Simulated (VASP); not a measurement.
Here is a VASP 6.6.1 calculation.

Contents of POSCAR:

```
AlRu
1.0
    2.9916000000      0.0000000000      0.0000000000
    0.0000000000      2.9916000000      0.0000000000
    0.0000000000      0.0000000000      2.9916000000
Ru Al
1 1
Direct
    0.5000000000      0.5000000000      0.5000000000
    0.0000000000      0.0000000000      0.0000000000
```

File INCAR.step1:

```
SYSTEM = AlRu
PREC = Accurate ; ENCUT = 520
ISMEAR = 0 ; SIGMA = 0.1
LREAL = .FALSE. ; LASPH = .TRUE.
NELM = 80 ; NBANDS = 16
GGA = PE ; ALGO = Normal
EDIFF = 1E-4 ; LWAVE = .TRUE.
LCHARG = .FALSE.
```

File INCAR.step2:

```
SYSTEM = AlRu
PREC = Accurate ; ENCUT = 520
EDIFF = 1E-7 ; ISMEAR = 0
SIGMA = 0.1 ; LREAL = .FALSE.
LASPH = .TRUE. ; NELM = 80
ALGO = Normal ; ISIF = 2
LWAVE = .FALSE. ; LCHARG = .TRUE.
METAGGA = R2SCAN ; LMIXTAU = .TRUE.
LELF = .TRUE. ; LVHAR = .TRUE.
NBANDS = 16 ; ISTART = 1
```

KPOINTS

```
Automatic mesh
0
G
  12 12 12
  0 0 0
```

Potentials or basis: VASP PAW PBE potentials, release 64 (Ru_pv, Al).

The run is started by

```bash
$ cat potpaw_PBE.64/Ru_pv/POTCAR potpaw_PBE.64/Al/POTCAR > POTCAR
$ cp INCAR.step1 INCAR
$ mpirun -np 1 vasp_std > vasp.out
$ cp INCAR.step2 INCAR
$ mpirun -np 1 vasp_std > vasp.out
```

**Question.** What does it give for the pressure?

**Answer.** -2.0 GPa.

**Question.** Predict the band gap on the k mesh.

**Answer.** Zero (an odd number of electrons rules out a gap without spin polarisation).

Caveat: the PAW data sets were made with another functional, which shifts forces and pressure a little.
